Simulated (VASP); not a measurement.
A run of VASP 6.6.1 is set up as follows.

POSCAR

```
Ge
1.0
    4.1244692178      0.0000000000      0.0000000000
   -2.0622346089      3.5718951198      0.0000000000
    0.0000000000      0.0000000000      6.2148981906
Ge
4
Direct
    0.6666666700      0.3333333300      0.0250188917
    0.3333333300      0.6666666700      0.5250188917
    0.6666666700      0.3333333300      0.4749811083
    0.3333333300      0.6666666700      0.9749811083
```

File INCAR.step1:

```
SYSTEM = Ge
PREC     = Accurate       ! precision mode
ENCUT    = 520            ! plane-wave cutoff, eV
ISMEAR   = 0              ! smearing method
SIGMA    = 0.1            ! smearing width, eV
LREAL    = .FALSE.        ! projectors in reciprocal space
LASPH    = .TRUE.         ! aspherical terms in the spheres
NELM     = 60             ! most SCF steps
NBANDS   = 36             ! bands
GGA      = PE             ! functional
ALGO     = Normal         ! electronic algorithm
EDIFF    = 1E-4           ! SCF threshold, eV
LWAVE    = .TRUE.         ! write WAVECAR
LCHARG   = .FALSE.        ! write CHGCAR
```

The input INCAR.step2:

```
SYSTEM = Ge
PREC     = Accurate       ! precision mode
ENCUT    = 520            ! plane-wave cutoff, eV
EDIFF    = 1E-6           ! SCF threshold, eV
ISMEAR   = 0              ! smearing method
SIGMA    = 0.1            ! smearing width, eV
LREAL    = .FALSE.        ! projectors in reciprocal space
LASPH    = .TRUE.         ! aspherical terms in the spheres
NELM     = 60             ! most SCF steps
ALGO     = Normal         ! electronic algorithm
ISIF     = 2              ! what is computed and relaxed
LWAVE    = .FALSE.        ! write WAVECAR
LCHARG   = .TRUE.         ! write CHGCAR
METAGGA  = R2SCAN         ! meta-GGA
LMIXTAU  = .TRUE.       
LELF     = .TRUE.         ! ELF
LVHAR    = .TRUE.       
NBANDS   = 36             ! bands
ISTART   = 1
```

Contents of KPOINTS:

```
Automatic mesh
0
G
  12 12 6
  0 0 0
```

Potentials or basis: VASP PAW PBE potentials, release 64 (Ge_d).

Launch:

```bash
$ cat potpaw_PBE.64/Ge_d/POTCAR > POTCAR
$ cp INCAR.step1 INCAR
$ mpirun -np 1 vasp_std > vasp.out
$ cp INCAR.step2 INCAR
$ mpirun -np 1 vasp_std > vasp.out
```

(1) Predict the pressure.

(2) What does it give for the largest force?

(3) What does it give for the band gap on the k mesh?

## Answers

(1) 0.9 GPa.

(2) 1.858 eV/Å.

(3) zero (bands 28 and 29 overlap by 1.63 eV).

Caveat: the cell differs from its parent crystal (strained); the PAW data sets were made with another functional, which shifts forces and pressure a little.
